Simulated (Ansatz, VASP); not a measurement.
## Two plane-wave programs on BN

INCAR

```
  PREC = Accurate
  ENCUT = 600
  EDIFF = 1E-6
  ISMEAR = 0
  SIGMA = 0.02
  LREAL = F
  LASPH = T
  NELM = 120
  ALGO = Normal
  ISIF = 2
  LWAVE = F
  LCHARG = F
  NBANDS = 11
  GGA_COMPAT = F
```

File KPOINTS:

```
regular mesh
0
Gamma
  12 12 12
```

Contents of POSCAR:

```
BN
1.0
    0.0000000000      1.7902747227      1.7902747227
    1.7902747227      0.0000000000      1.7902747227
    1.7902747227      1.7902747227      0.0000000000
B N
1 1
Direct
    0.0000000000      0.0000000000      0.0000000000
    0.7500000000      0.7500000000      0.7500000000
```

Input for Ansatz:

```yaml
crystal:
  lattice:
    - [0.0, 1.7902747227, 1.7902747227]
    - [1.7902747227, 0.0, 1.7902747227]
    - [1.7902747227, 1.7902747227, 0.0]
  atoms:
    - { symbol: B, position: [0.0, 0.0, 0.0] }
    - { symbol: "N", position: [0.75, 0.75, 0.75] }
basis:
  ecutwfc: 420
kpoints:
  mp_grid: { grid: [12, 12, 12] }
  band_path:
    path:
      - [[0.0, 0.0, 0.0], [-0.5, -0.5, 0.0], [-0.375, -0.375, 0.25]]
      - [[-0.375, 0.0, 0.375], [0.0, 0.0, 0.0], [0.0, 0.0, 0.5], [-0.5, -0.25, 0.25], [-0.5, -0.5, 0.0]]
    npoints: 10
hamiltonian:
  xc: lda
scf:
  occupations: { method: gaussian, width: 0.02 }
  n_extra_bands: 7
output:
  forces: true
  stress: true
  eigenvalues: true
```

Alike in both runs: task single point; functional LDA; k mesh 12 × 12 × 12; occupations gaussian, width 0.02 eV; no spin polarisation.

```csv
,VASP,Ansatz
version,VASP 6.6.1,Ansatz 0.2.0
potentials or method,"VASP PAW LDA potentials, release 64 (B, N), cutoff 600 eV","scalar-relativistic, plane waves, PAW"
valence electrons in the cell,8,8
```

|  | VASP | Ansatz | Ansatz less VASP |
| --- | --- | --- | --- |
| gap on the k mesh at the Fermi level (eV) | 4.38 | 4.39 | +0.014 |
| least direct gap on the mesh (eV) | 8.82 | 8.83 | +0.011 |
| pressure (GPa) | 0.8 | 0.0 | -0.77 |

LDA's correlation is that of Perdew and Zunger in VASP and of Perdew and Wang (1992) in Ansatz.
